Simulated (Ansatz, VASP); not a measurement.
## Two plane-wave programs on Ge3P2

```
Ge P
1.0
     4.53057    0.00000    0.00000
    -2.26529    3.92359    0.00000
     0.00000    0.00000    5.45916
Ge P
3 2
Direct
  0.00000 0.00000 0.00000
  0.33333 0.66667 0.70493
  0.66667 0.33333 0.29507
  0.33333 0.66667 0.23111
  0.66667 0.33333 0.76889
```

Alike in both runs: functional PBE; k mesh 6 × 6 × 4; occupations gaussian, width 0.1 eV; no spin polarisation.

Ansatz relaxed the structure, and its values are those at the end. VASP's run is a single point on that final structure, the one shown.

```csv
,VASP,Ansatz
version,VASP 6.6.1,Ansatz 0.2.0
potentials or method,"VASP PAW PBE potentials, release 64 (Ge_d, P), cutoff 520 eV","scalar-relativistic, plane waves, PAW"
valence electrons in the cell,52,52
```

|  | VASP | Ansatz | Ansatz less VASP |
| --- | --- | --- | --- |
| gap on the k mesh at the Fermi level (eV) | none | none | - |
| pressure (GPa) | 0.0 | 0.1 | +0.03 |
| rms of the force components (eV/Å) | 0.008 | 0.011 | +0.0024 |

A gap of «none» marks a metal or a gap that the smearing closes.
